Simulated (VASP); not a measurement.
# BN (F-43m) in VASP: further runs, part 2 of 2

VASP 6.6.1. The steps go on from the part before.

**5. Single point, PBEsol**

This run uses another cell than the first one, of 5.86 Å³/atom, 1.021 times its volume.

INCAR reads:

```
  PREC = Accurate
  ENCUT = 520
  EDIFF = 1E-6
  ISMEAR = -1
  SIGMA = 0.05
  LREAL = False
  LASPH = True
  NELM = 100
  ALGO = Normal
  ISIF = 2
  LWAVE = False
  LCHARG = False
  GGA = PS
  NBANDS = 11
```

KPOINTS reads:

```
Automatic mesh
0
Gamma
  13 13 13
```

POSCAR reads:

```
BN
1.0
    0.0000000000      1.8028515988      1.8028515988
    1.8028515988      0.0000000000      1.8028515988
    1.8028515988      1.8028515988      0.0000000000
N B
1 1
Direct
    0.2500000000      0.2500000000      0.2500000000
    0.0000000000      0.0000000000      0.0000000000
```

Potentials or basis: VASP PAW PBE potentials, release 64 (N, B).

Launch:

```console
$ cat potpaw_PBE.64/N/POTCAR potpaw_PBE.64/B/POTCAR > POTCAR
$ mpirun -np 1 vasp_std > vasp.out
```

OUTCAR:

```text
PREC = Accurate
   ENCUT = 520
   EDIFF = 1E-6
   ISMEAR = -1
   LREAL = False
   LASPH = True
   NELM = 100
   ISIF = 2
   GGA = PS

 ion  position               nearest neighbor table
   1  0.250  0.250  0.250-   2 1.56   2 1.56   2 1.56   2 1.56
   2  0.000  0.000  0.000-   1 1.56   1 1.56   1 1.56   1 1.56

  LATTYP: Found a face centered cubic cell.
 ALAT       =     3.6057031976

  Lattice vectors:

 A1 = (   0.0000000000,   1.8028515988,   1.8028515988)
 A2 = (   1.8028515988,   0.0000000000,   1.8028515988)
 A3 = (   1.8028515988,   1.8028515988,   0.0000000000)

Analysis of symmetry for initial positions (statically):
=====================================================================
 Subroutine PRICEL returns:
 Original cell was already a primitive cell.

 Routine SETGRP: Setting up the symmetry group for a
 face centered cubic supercell.

 Subroutine GETGRP returns: Found 24 space group operations
 (whereof 24 operations were pure point group operations)
 out of a pool of 48 trial point group operations.

The static configuration has the point symmetry T_d .

Analysis of symmetry for dynamics (positions and initial velocities):
=====================================================================
 Subroutine PRICEL returns:
 Original cell was already a primitive cell.

 Routine SETGRP: Setting up the symmetry group for a
 face centered cubic supercell.

 Subroutine GETGRP returns: Found 24 space group operations
 (whereof 24 operations were pure point group operations)
 out of a pool of 48 trial point group operations.

The dynamic configuration has the point symmetry T_d .

 Subroutine INISYM returns: Found 24 space group operations
 (whereof 24 operations are pure point group operations),
 and found     1 'primitive' translations

----------------------------------------------------------------------------------------

                                     Primitive cell

  volume of cell :      11.7195

  direct lattice vectors                    reciprocal lattice vectors
     0.000000000  1.802851599  1.802851599    -0.277338412  0.277338412  0.277338412
     1.802851599  0.000000000  1.802851599     0.277338412 -0.277338412  0.277338412
     1.802851599  1.802851599  0.000000000     0.277338412  0.277338412 -0.277338412

  length of vectors
     2.549617182  2.549617182  2.549617182     0.480364221  0.480364221  0.480364221

  position of ions in fractional coordinates (direct lattice)
     0.250000000  0.250000000  0.250000000
     0.000000000  0.000000000  0.000000000

  ion indices of the primitive-cell ions
   primitive index   ion index
                 1           1
                 2           2

----------------------------------------------------------------------------------------

 KPOINTS: Automatic mesh

Automatic generation of k-mesh.
 Grid dimensions read from file:
 generate k-points for:   13   13   13

 Generating k-lattice:

  Cartesian coordinates                     Fractional coordinates (reciprocal lattice)
    -0.021333724  0.021333724  0.021333724     0.076923077  0.000000000  0.000000000
     0.021333724 -0.021333724  0.021333724     0.000000000  0.076923077  0.000000000
     0.021333724  0.021333724 -0.021333724     0.000000000  0.000000000  0.076923077

  Length of vectors
     0.036951094  0.036951094  0.036951094

  Shift w.r.t. Gamma in fractional coordinates (k-lattice)
     0.000000000  0.000000000  0.000000000

 Subroutine IBZKPT returns following result:
 ===========================================

 Found     84 irreducible k-points:

 Following reciprocal coordinates:
            Coordinates               Weight
  0.000000  0.000000  0.000000      1.000000
  0.076923  0.000000  0.000000      8.000000
  0.153846  0.000000  0.000000      8.000000
  0.230769  0.000000  0.000000      8.000000
  0.307692  0.000000  0.000000      8.000000
  0.384615  0.000000  0.000000      8.000000
[... 16 lines left out ...]
  0.384615  0.153846  0.000000     24.000000
  0.461538  0.153846  0.000000     24.000000
 [... further k-points ...]
   k-points           NKPTS =     84   k-points in BZ     NKDIM =     84   number of bands    NBANDS=     11
   number of dos      NEDOS =    301   number of ions     NIONS =      2
   total plane-waves  NPLWV =   8000
   dimension x,y,z NGX =    20 NGY =   20 NGZ =   20
   dimension x,y,z NGXF=    40 NGYF=   40 NGZF=   40
   ions per type =               1   1
   NGX,Y,Z   is equivalent  to a cutoff of  13.04, 13.04, 13.04 a.u.
   NGXF,Y,Z  is equivalent  to a cutoff of  26.08, 26.08, 26.08 a.u.
 SYSTEM =  unknown system
   PREC   = accura    normal or accurate (medium, high low for compatibility)
   ISTART =      0    job   : 0-new  1-cont  2-samecut
   ICHARG =      2    charge: 1-file 2-atom 10-const
   ISPIN  =      1    spin polarized calculation?
   LNONCOLLINEAR =      F non collinear calculations
   LSORBIT =      F    spin-orbit coupling
   LASPH  =      T    aspherical Exc in radial PAW
   ENCUT  =  520.0 eV  38.22 Ry    6.18 a.u.   4.74  4.74  4.74*2*pi/ulx,y,z
   NELM   =    100;   NELMIN=  2; NELMDL= -5     # of ELM steps
   EDIFF  = 0.1E-05   stopping-criterion for ELM
   LREAL  =      F    real-space projection
   EDIFFG = 0.1E-04   stopping-criterion for IOM
   NSW    =      0    number of steps for IOM
   IBRION =     -1    ionic relax: 0-MD 1-quasi-New 2-CG
   NFREE  =      0    steps in history (QN), initial steepest desc. (CG)
   ISIF   =      2    stress and relaxation
   ISYM   =      2    0-nonsym 1-usesym 2-fastsym
   POTIM  = 0.5000    time-step for ionic-motion
   TEBEG  =    0.0;   TEEND  =   0.0 temperature during run
   PSTRESS=    0.0 pullay stress
   NELECT =       8.0000    total number of electrons
   NUPDOWN=      -1.0000    fix difference up-down
   EMIN   =  10.00;   EMAX   =-10.00  energy-range for DOS
   EFERMI =   0.00;   METHOD = LEGACY
   ISMEAR =    -1;   SIGMA  =   0.05  broadening in eV -4-tet -1-fermi 0-gaus
   EFERMI_NEDOS =   21; number of points for ismear=-14 and -15
   IALGO  =     38    algorithm
   IMIX   =      4    mixing-type and parameters
     AMIX     =   0.40;   BMIX     =  1.00
     AMIX_MAG =   1.60;   BMIX_MAG =  1.00
  volume/ion in A,a.u.               =       5.86        39.54
  Fermi-wavevector in a.u.,A,eV,Ry     =   1.441456  2.723958 28.270139  2.077797
  Thomas-Fermi vector in A             =   2.560087
   LORBIT       =      0    0 simple, 1 ext, 2 COOP (PROOUT), +10 PAW based schemes
   GGA     = PS    functional components
   LHFCALC =     F    Hartree Fock is set to
   AEXX    =    0.0000 exact exchange contribution
   IVDW    =     0    specifies the selected vdW correction
   LEPSILON=     F    determine dielectric tensor
   LRPA    =     F    only Hartree local field effects (RPA)
 non-spin polarized calculation
  energy-cutoff  :      520.00
  volume of cell :       11.72
 maximum number of plane-waves:       331
   NGX =  9   NGY =  9   NGZ =  9

 number of electron       7.9999999 magnetization

 Free energy of the ion-electron system (eV)
  ---------------------------------------------------
  ext. energy  EPLUGINS =         0.00000000
  ---------------------------------------------------
  free energy    TOTEN  =       -18.34685185 eV

  energy without entropy =      -18.34685185  energy(sigma->0) =      -18.34685185

 E-fermi :   8.5274     XC(G=0): -13.0540

 val. band max:        7.4582551626   @ k =   0.0000   0.0000   0.0000
 cond. band min:      11.8197675861   @ k =   0.4615   0.4615   0.0000
 fundamental gap:      4.3615124235
 Fermi energy:         8.5274461366

 k-point     1 :       0.0000    0.0000    0.0000
  band No.  band energies     occupation
      1     -12.8831      2.00000
      2       7.4583      2.00000
      3       7.4583      2.00000
      4       7.4583      2.00000
      5      16.2562      0.00000
      6      16.2562      0.00000
      7      16.2562      0.00000
      8      17.8507      0.00000
      9      32.1131      0.00000
     10      35.2427      0.00000
     11      35.2427      0.00000
[... 309 lines left out ...]
 k-point    24 :       0.4615    0.1538    0.0000
  band No.  band energies     occupation
      1      -8.8350      2.00000
      2      -1.9346      2.00000
      3       4.1568      2.00000
      4       4.5868      2.00000
      5      16.2708      0.00000
      6      19.6147      0.00000
      7      19.9718      0.00000
      8      22.1209      0.00000
      9      28.2093      0.00000
     10      33.7358      0.00000
     11      35.4705      0.00000

 [... further k-points ...]

------------------------ aborting loop because EDIFF is reached ----------------------------------------

  FORCE on cell =-STRESS in cart. coord.  units (eV):
  Direction    XX          YY          ZZ          XY          YZ          ZX
  --------------------------------------------------------------------------------------
  -------------------------------------------------------------------------------------
  Total        0.0452360      0.0452360      0.0452360      0.0000000      0.0000000      0.0000000
  in kB        6.1842227      6.1842227      6.1842227      0.0000000      0.0000000      0.0000000
  external PRESSURE =       6.1842227 kB  Pullay stress =       0.0000000 kB

 VOLUME and BASIS-vectors are now :
 -----------------------------------------------------------------------------
  energy-cutoff  :      520.00
  volume of cell :       11.72
      direct lattice vectors                 reciprocal lattice vectors
     0.000000000  1.802851599  1.802851599    -0.277338412  0.277338412  0.277338412
     1.802851599  0.000000000  1.802851599     0.277338412 -0.277338412  0.277338412
     1.802851599  1.802851599  0.000000000     0.277338412  0.277338412 -0.277338412

 POSITION                                       TOTAL-FORCE (eV/Angst)
 -----------------------------------------------------------------------------------
      0.90143      0.90143      0.90143         0.000000      0.000000      0.000000
      0.00000      0.00000      0.00000        -0.000000     -0.000000     -0.000000
 -----------------------------------------------------------------------------------
    total drift:                                0.000000      0.000000      0.000000

  FREE ENERGIE OF THE ION-ELECTRON SYSTEM (eV)
  ---------------------------------------------------
  free  energy   TOTEN  =       -18.3468518490 eV

  energy  without entropy=      -18.3468518490  energy(sigma->0) =      -18.34685185
```

OSZICAR:

```text
N       E                     dE             d eps       ncg     rms          rms(c)
DAV:   1     0.964647234028E+01    0.96465E+01   -0.49445E+03  1899   0.722E+02
DAV:   2    -0.187693064289E+02   -0.28416E+02   -0.27312E+02  2223   0.166E+02
DAV:   3    -0.193034395419E+02   -0.53413E+00   -0.53331E+00  2172   0.191E+01
DAV:   4    -0.193040297421E+02   -0.59020E-03   -0.59019E-03  1986   0.719E-01
DAV:   5    -0.193040302491E+02   -0.50698E-06   -0.50695E-06  2127   0.206E-02    0.660E+00
DAV:   6    -0.184534547120E+02    0.85058E+00   -0.26637E+00  1938   0.937E+00    0.328E+00
DAV:   7    -0.183674980771E+02    0.85957E-01   -0.10233E-01  2088   0.255E+00    0.188E+00
DAV:   8    -0.183468343992E+02    0.20664E-01   -0.32864E-02  2058   0.125E+00    0.182E-01
DAV:   9    -0.183468309017E+02    0.34975E-05   -0.84390E-04  1989   0.245E-01    0.798E-02
DAV:  10    -0.183468500043E+02   -0.19103E-04   -0.61960E-05  2039   0.689E-02    0.132E-02
DAV:  11    -0.183468518191E+02   -0.18148E-05   -0.41096E-06  2083   0.155E-02    0.838E-03
DAV:  12    -0.183468518490E+02   -0.29855E-07   -0.98130E-07   975   0.667E-03
   1 F= -.18346852E+02 E0= -.18346852E+02  d E =-.234780E-11
```

It took 18 s on 1 thread of AMD EPYC 7R13, shared host; peak memory 0.09 GiB.

Results:

* Free energy: -18.3469 eV
* Pressure: 0.6 GPa
* Band gap on the k mesh: 4.36 eV, indirect (least direct gap 8.80 eV)

Caveat: the PAW data sets were made with another functional, which shifts forces and pressure a little.

**6. Summary**

```tsv
level	potentials or basis	cell	gap on the mesh (eV)	pressure (GPa)
LDA	VASP PAW LDA potentials, release 64 (N, B)	a = 2.532 Å, angles 60.0°, 2 atoms	4.45	1.0
PBE	VASP PAW PBE potentials, release 64 (N, B)	a = 2.563 Å, angles 60.0°, 2 atoms	4.52	0.2
PBEsol	VASP PAW PBE potentials, release 64 (N, B)	a = 2.550 Å, angles 60.0°, 2 atoms	4.36	0.6
```

Alike in all rows: task single point; no spin polarisation; k mesh 13 × 13 × 13; cutoff (eV) 520; smearing fermi-dirac 0.05 eV.

Caveats: the PAW data sets were made with another functional, which shifts forces and pressure a little (some runs).

Total energies depend on the potentials used, so only differences within one code and one set of settings carry meaning.
